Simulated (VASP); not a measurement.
Crystal: GaGe.

```xyz
2
Lattice="0.0000 2.8978 2.8978 2.8978 0.0000 2.8978 2.8978 2.8978 0.0000" Properties=species:S:1:pos:R:3 pbc="T T T"
Ge    0.0000    0.0000    0.0000
Ga    1.4489    1.4489    1.4489
```

```yaml
Program: VASP 6.6.1
Task: relaxation of cell and atoms
Functional: PBEsol
Dispersion: D4
Potentials_or_basis: VASP PAW PBE potentials, release 64 (Ge_d, Ga_d)
Cutoff: 600 eV
k_mesh: 8 × 8 × 8
Occupations: fermi-dirac, width 0.05 eV
Spin: no spin polarisation
```

At the start: pressure -3.6 GPa; volume 24.33 Å³/atom.

Task: How do energy, volume and symmetry change on relaxing?

Result: Over 7 steps the energy falls by 19.9 meV/atom and the volume is 22.71 Å³/atom (-6.7 %); space group F-43m (No. 216, to 0.1 Å) before and after.

Step by step:
| step | energy change (eV) | largest force (eV/Å) | pressure (GPa) | volume (Å³) |
| --- | --- | --- | --- | --- |
| 1 | 0.0000 | 0.0000 | -3.58 | 48.67 |
| 2 | -0.0392 | 0.0000 | 0.56 | 44.94 |
| 3 | -0.0398 | 0.0000 | 0.33 | 45.34 |
| 4 | -0.0395 | 0.0000 | -0.11 | 45.59 |
| 5 | -0.0396 | 0.0000 | -0.24 | 45.53 |
| 6 | -0.0398 | 0.0000 | -0.22 | 45.43 |
| 7 | -0.0398 | 0.0000 | -0.06 | 45.42 |

Final structure:
```
CELL_PARAMETERS angstrom
0.00000 2.83192 2.83192
2.83192 0.00000 2.83192
2.83192 2.83192 0.00000
ATOMIC_POSITIONS crystal
Ge 0.00000 0.00000 0.00000
Ga 0.25000 0.25000 0.25000
```

Caveat: the PAW data sets were made with another functional, which shifts forces and pressure a little.
